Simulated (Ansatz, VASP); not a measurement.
## Two plane-wave programs on CsCdCl3

```
Cs Cd Cl
1.0
     4.89891    0.00000    0.00000
     0.00000    4.89891    0.00000
     0.00000    0.00000    4.89891
Cs Cd Cl
1 1 3
Direct
  0.00000 0.00000 0.00000
  0.50000 0.50000 0.50000
  0.00000 0.50000 0.50000
  0.50000 0.00000 0.50000
  0.50000 0.50000 0.00000
```

Alike in both runs: task single point; functional LDA; k mesh 6 × 6 × 6; occupations gaussian, width 0.02 eV; no spin polarisation.

```csv
,VASP,Ansatz
version,VASP 6.6.1,Ansatz 0.2.0
potentials or method,"VASP PAW LDA potentials, release 64 (Cs_sv, Cd, Cl), cutoff 520 eV","scalar-relativistic, plane waves, PAW"
valence electrons in the cell,42,50
```

```csv
,VASP,Ansatz,Ansatz less VASP
gap on the k mesh at the Fermi level (eV),1.78,1.75,-0.033
least direct gap on the mesh (eV),2.92,2.90,-0.021
pressure (GPa),8.1,7.5,-0.52
```

LDA's correlation is that of Perdew and Zunger in VASP and of Perdew and Wang (1992) in Ansatz. VASP's potentials hold 42 valence electrons a cell and Ansatz's 50, so a difference there can come from the potentials and not from the codes.

Spin-orbit coupling is off throughout.
